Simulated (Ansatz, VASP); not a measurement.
**Cu3P2: VASP beside Ansatz**

```xyz
5
Lattice="1.6629 0.9601 7.7083 -1.6629 0.9601 7.7083 0.0000 -1.9201 7.7083" Properties=species:S:1:pos:R:3 pbc="T T T"
Cu    0.0000    0.0000    0.0000
Cu    0.0000    0.0000    4.8446
Cu    0.0000    0.0000   18.2801
P     0.0000    0.0000    9.2499
P     0.0000    0.0000   13.8749
```

Alike in both runs: task single point; functional PBE; k mesh 6 × 6 × 6; occupations gaussian, width 0.1 eV; no spin polarisation.

```csv
,VASP,Ansatz
version,VASP 6.6.1,Ansatz 0.2.0
potentials or method,"VASP PAW PBE potentials, release 64 (Cu, P), cutoff 520 eV","scalar-relativistic, plane waves, PAW"
valence electrons in the cell,43,67
```

```csv
,VASP,Ansatz,Ansatz less VASP
gap on the k mesh at the Fermi level (eV),none,none,-
pressure (GPa),-1.6,-1.9,-0.29
"traceless stress, the component that is largest in VASP (GPa)",0.38,0.32,-0.059
rms of the force components (eV/Å),0.153,0.154,+0.0012
```

Atom by atom the forces differ by 0.002 eV/Å (rms over components). A gap of «none» marks a metal or a gap that the smearing closes. With one functional, cell and mesh, what is left measures potentials, basis and numerics. VASP's potentials hold 43 valence electrons a cell and Ansatz's 67, so a difference there can come from the potentials and not from the codes.

The k mesh is coarse, so the values compare programs but aren't converged.
